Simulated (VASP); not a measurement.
# AlRu (WC type) (P-6m2) in VASP: single point with PBE

Aim: the single point of AlRu (WC type) with PBE.

Program: VASP 6.6.1. These are calculated values, not measurements. Logs are shortened: lines on timing, memory, paths and dates and some standing lists are left out, and cuts for length are marked.

### Step 1. The cell of the first run

Symmetry: P-6m2, No. 187, hexagonal system. The conventional cell has a = 2.353 Å, b = 2.353 Å, c = 3.242 Å, α = 90.00°, β = 90.00°, γ = 120.00°. Ru (site symmetry -6m2) has 6 Al at 2.12 Å and 6 Ru at 2.35 Å within 2.8 Å. Within 2.8 Å of Al (site symmetry -6m2) lie 6 Ru at 2.12 Å and 6 Al at 2.35 Å.

### Step 2. Single point, PBE

Contents of INCAR:

```
SYSTEM = AlRu
ALGO = Normal
EDIFF = 1E-6
ENCUT = 560
GGA = PE
GGA_COMPAT = .FALSE.
ISIF = 2
ISMEAR = -1
LASPH = .TRUE.
LCHARG = .TRUE.
LELF = .TRUE.
LREAL = .FALSE.
LVHAR = .TRUE.
LWAVE = .FALSE.
NBANDS = 16
NELM = 120
PREC = Accurate
SIGMA = 0.05
```

Contents of KPOINTS:

```
k-points
0
G
  13 13 12
  0 0 0
```

Contents of POSCAR:

```
AlRu
1.0
    2.3528891640      0.0000000000      0.0000000000
   -1.1764445820      2.0376617883      0.0000000000
    0.0000000000      0.0000000000      3.2421935578
Ru Al
1 1
Direct
    0.0000000000      0.0000000000      0.0000000000
    0.3333333333      0.6666666667      0.5000000000
```

Potentials or basis: VASP PAW PBE potentials, release 64 (Ru_sv, Al).

The run is started by

```
$ cat potpaw_PBE.64/Ru_sv/POTCAR potpaw_PBE.64/Al/POTCAR > POTCAR
$ mpirun -np 1 vasp_std > vasp.out
```

OUTCAR:

```text
SYSTEM = AlRu
   EDIFF = 1E-6
   ENCUT = 560
   GGA = PE
   ISIF = 2
   ISMEAR = -1
   LASPH = .TRUE.
   LREAL = .FALSE.
   NELM = 120
   PREC = Accurate

 ion  position               nearest neighbor table
   1  0.000  0.000  0.000-   2 2.12   2 2.12   2 2.12   2 2.12   2 2.12   2 2.12
   2  0.333  0.667  0.500-   1 2.12   1 2.12   1 2.12   1 2.12   1 2.12   1 2.12

  LATTYP: Found a hexagonal cell.
 ALAT       =     2.3528891640
 C/A-ratio  =     1.3779627223

  Lattice vectors:

 A1 = (   2.3528891640,   0.0000000000,   0.0000000000)
 A2 = (  -1.1764445820,   2.0376617883,   0.0000000000)
 A3 = (   0.0000000000,   0.0000000000,   3.2421935578)

Analysis of symmetry for initial positions (statically):
=====================================================================
 Subroutine PRICEL returns:
 Original cell was already a primitive cell.

 Routine SETGRP: Setting up the symmetry group for a
 hexagonal supercell.

 Subroutine GETGRP returns: Found 12 space group operations
 (whereof 12 operations were pure point group operations)
 out of a pool of 24 trial point group operations.

The static configuration has the point symmetry D_3h.

Analysis of symmetry for dynamics (positions and initial velocities):
=====================================================================
 Subroutine PRICEL returns:
 Original cell was already a primitive cell.

 Routine SETGRP: Setting up the symmetry group for a
 hexagonal supercell.

 Subroutine GETGRP returns: Found 12 space group operations
 (whereof 12 operations were pure point group operations)
 out of a pool of 24 trial point group operations.

The dynamic configuration has the point symmetry D_3h.

 Subroutine INISYM returns: Found 12 space group operations
 (whereof 12 operations are pure point group operations),
 and found     1 'primitive' translations

----------------------------------------------------------------------------------------

                                     Primitive cell

  volume of cell :      15.5443

  direct lattice vectors                    reciprocal lattice vectors
     2.352889164  0.000000000  0.000000000     0.425009395  0.245379289  0.000000000
    -1.176444582  2.037661788  0.000000000     0.000000000  0.490758577  0.000000000
     0.000000000  0.000000000  3.242193558     0.000000000  0.000000000  0.308433159
[... 75 lines left out ...]
   PREC   = accura    normal or accurate (medium, high low for compatibility)
   ISTART =      0    job   : 0-new  1-cont  2-samecut
   ICHARG =      2    charge: 1-file 2-atom 10-const
   ISPIN  =      1    spin polarized calculation?
   LNONCOLLINEAR =      F non collinear calculations
   LSORBIT =      F    spin-orbit coupling
   LASPH  =      T    aspherical Exc in radial PAW
   ENCUT  =  560.0 eV  41.16 Ry    6.42 a.u.   4.54  4.54  6.26*2*pi/ulx,y,z
   NELM   =    120;   NELMIN=  2; NELMDL= -5     # of ELM steps
   EDIFF  = 0.1E-05   stopping-criterion for ELM
   LREAL  =      F    real-space projection
   EDIFFG = 0.1E-04   stopping-criterion for IOM
   NSW    =      0    number of steps for IOM
   IBRION =     -1    ionic relax: 0-MD 1-quasi-New 2-CG
   NFREE  =      0    steps in history (QN), initial steepest desc. (CG)
   ISIF   =      2    stress and relaxation
   ISYM   =      2    0-nonsym 1-usesym 2-fastsym
   POTIM  = 0.5000    time-step for ionic-motion
   TEBEG  =    0.0;   TEEND  =   0.0 temperature during run
   PSTRESS=    0.0 pullay stress
   NELECT =      19.0000    total number of electrons
   NUPDOWN=      -1.0000    fix difference up-down
   EMIN   =  10.00;   EMAX   =-10.00  energy-range for DOS
   EFERMI =   0.00;   METHOD = LEGACY
   ISMEAR =    -1;   SIGMA  =   0.05  broadening in eV -4-tet -1-fermi 0-gaus
   EFERMI_NEDOS =   21; number of points for ismear=-14 and -15
   IALGO  =     38    algorithm
   IMIX   =      4    mixing-type and parameters
     AMIX     =   0.40;   BMIX     =  1.00
     AMIX_MAG =   1.60;   BMIX_MAG =  1.00
  volume/ion in A,a.u.               =       7.77        52.45
  Fermi-wavevector in a.u.,A,eV,Ry     =   1.750391  3.307760 41.686487  3.063870
  Thomas-Fermi vector in A             =   2.821120
   LORBIT       =      0    0 simple, 1 ext, 2 COOP (PROOUT), +10 PAW based schemes
   GGA     = PE    functional components
   LHFCALC =     F    Hartree Fock is set to
   AEXX    =    0.0000 exact exchange contribution
   IVDW    =     0    specifies the selected vdW correction
   LEPSILON=     F    determine dielectric tensor
   LRPA    =     F    only Hartree local field effects (RPA)
 non-spin polarized calculation
  energy-cutoff  :      560.00
  volume of cell :       15.54
 maximum number of plane-waves:       480
 NGX is ok and might be reduce to    18
   NGX =  9   NGY =  9   NGZ = 13

 number of electron      19.0000001 magnetization

 Free energy of the ion-electron system (eV)
  ---------------------------------------------------
  ext. energy  EPLUGINS =         0.00000000
  ---------------------------------------------------
  free energy    TOTEN  =        -4.30994927 eV

  energy without entropy =       -4.30379638  energy(sigma->0) =       -4.30687283

 E-fermi :  23.4635     XC(G=0): -15.7110

 val. band max:       23.4151447509   @ k =   0.0000   0.0000   0.0000
 cond. band min:      23.4907078006   @ k =   0.3846  -0.0000   0.4167
 fundamental gap:      0.0755630497
 Fermi energy:        23.4635117558

 k-point     1 :       0.0000    0.0000    0.0000
  band No.  band energies     occupation
      1     -49.9828      2.00000
      2     -20.2702      2.00000
      3     -18.6797      2.00000
      4     -18.6797      2.00000
      5       9.4095      2.00000
      6      14.7908      2.00000
[... 433 lines left out ...]
      3     -19.3524      2.00000
      4     -18.8274      2.00000
      5      10.4307      2.00000
      6      15.7968      2.00000
[... 8 lines left out ...]
     15      40.8735      0.00000
     16      41.5433      0.00000

 [... further k-points ...]
[... 5 lines left out ...]
  --------------------------------------------------------------------------------------
  -------------------------------------------------------------------------------------
  Total       39.5872849     39.5872849     39.6370556      0.0000000     -0.0000000      0.0000000
  in kB     4080.3159212   4080.3159211   4085.4458554      0.0000000     -0.0000000      0.0000000
  external PRESSURE =    4082.0258992 kB  Pullay stress =       0.0000000 kB

 VOLUME and BASIS-vectors are now :
 -----------------------------------------------------------------------------
  energy-cutoff  :      560.00
  volume of cell :       15.54
      direct lattice vectors                 reciprocal lattice vectors
     2.352889164  0.000000000  0.000000000     0.425009395  0.245379289  0.000000000
    -1.176444582  2.037661788  0.000000000     0.000000000  0.490758577  0.000000000
     0.000000000  0.000000000  3.242193558     0.000000000  0.000000000  0.308433159

 POSITION                                       TOTAL-FORCE (eV/Angst)
 -----------------------------------------------------------------------------------
      0.00000      0.00000      0.00000        -0.000000      0.000000      0.000000
     -0.00000      1.35844      1.62110         0.000000      0.000000      0.000000
 -----------------------------------------------------------------------------------
    total drift:                               -0.000000      0.000000      0.000000

  FREE ENERGIE OF THE ION-ELECTRON SYSTEM (eV)
  ---------------------------------------------------
  free  energy   TOTEN  =        -4.3099492723 eV

  energy  without entropy=       -4.3037963837  energy(sigma->0) =       -4.30687283
```

stdout:

```text
POSCAR found type information on POSCAR RuAl
 POSCAR found :  2 types and       2 ions
 scaLAPACK will be used
 LDA part: xc-table for (Slater+PW92), standard interpolation
 POSCAR, INCAR and KPOINTS ok, starting setup
 FFT: planning ... GRIDC
 FFT: planning ... GRID_SOFT
 FFT: planning ... GRID
 WAVECAR not read
 entering main loop
```

Wall time 23 s (1 thread of Intel Xeon Platinum 8488C (Sapphire Rapids), shared host); peak memory 0.15 GiB.

Results:

```yaml
Free_energy: -4.3099 eV
Pressure: 408.2 GPa
Band_gap_on_the_k_mesh: zero (an odd number of electrons rules out a gap without spin polarisation)
```

Stress tensor (GPa, compression positive):
```
408.03   0.00   0.00
  0.00 408.03   0.00
  0.00   0.00 408.54
```

Caveat: the cell stands under pressure.

The gap in the log of VASP goes by the Fermi energy; the results here count the filled bands.